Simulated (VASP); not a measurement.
Input of a VASP 6.6.1 run:

File INCAR:

```
SYSTEM = Al
PREC = Accurate
ENCUT = 520
EDIFF = 1E-7
ISMEAR = 0
SIGMA = 0.15
LREAL = .False.
LASPH = .True.
NELM = 100
ALGO = Normal
ISIF = 2
LWAVE = .False.
LCHARG = .False.
GGA = CA
NBANDS = 8
```

KPOINTS

```
regular mesh
0
Gamma
  22 22 22
  0 0 0
```

File POSCAR:

```
Al
1.0
   -1.6772612932      1.6772612932      1.5564984800
    1.6772612932     -1.6772612932      1.5564984800
    1.6772612932      1.6772612932     -1.5564984800
Al
1
Direct
    0.0000000000      0.0000000000      0.0000000000
```

Potentials or basis: VASP PAW LDA potentials, release 64 (Al).

Run with:

```bash
$ cat potpaw_LDA.64/Al/POTCAR > POTCAR
$ mpirun -np 1 vasp_std > vasp.out
```

Problem. Estimate the pressure.

Solution. -4.9 GPa.

Stress tensor (GPa, compression positive):
```
-4.28  0.00  0.00
 0.00 -4.28  0.00
 0.00  0.00 -6.14
```
